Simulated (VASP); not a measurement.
Input of a VASP 6.6.1 run:

The input INCAR:

```
SYSTEM = FeO
  PREC = Accurate
  ENCUT = 520
  EDIFF = 1E-6
  ISMEAR = 0
  SIGMA = 0.05
  LREAL = .False.
  LASPH = .True.
  NELM = 150
  ALGO = Normal
  ISIF = 2
  LWAVE = .False.
  LCHARG = .False.
  ISPIN = 2
  MAGMOM = 3.8 0.25
  LORBIT = 11
  LMAXMIX = 4
  LDAU = .True.
  LDAUTYPE = 1
  LDAUL = 2 -1
  LDAUU = 5 0
  LDAUJ = 0.9 0
  LDAUPRINT = 1
  GGA = CA
  NBANDS = 18
```

File KPOINTS:

```
Automatic mesh
0
Gamma
  8 8 8
  0 0 0
```

The input POSCAR:

```
FeO
1.0
    0.0000000000      2.1554001600      2.1554001600
    2.1554001600      0.0000000000      2.1554001600
    2.1554001600      2.1554001600      0.0000000000
Fe O
1 1
Direct
    0.0000000000      0.0000000000      0.0000000000
    0.5000000000      0.5000000000      0.5000000000
```

Potentials or basis: VASP PAW LDA potentials, release 64 (Fe, O).

Launch:

```sh
$ cat potpaw_LDA.64/Fe/POTCAR potpaw_LDA.64/O/POTCAR > POTCAR
$ mpirun -np 1 vasp_std > vasp.out
```

(1) Estimate the pressure.

(2) What does it give for the site moments?

(3) Predict the band gap on the k mesh.

Results:

(1) -15.7 GPa.

(2) Fe +3.79; O +0.21 μB.

(3) zero (filled and empty bands overlap).

Caveat: a cell with one magnetic atom can't hold antiferromagnetic order, which such compounds often take.
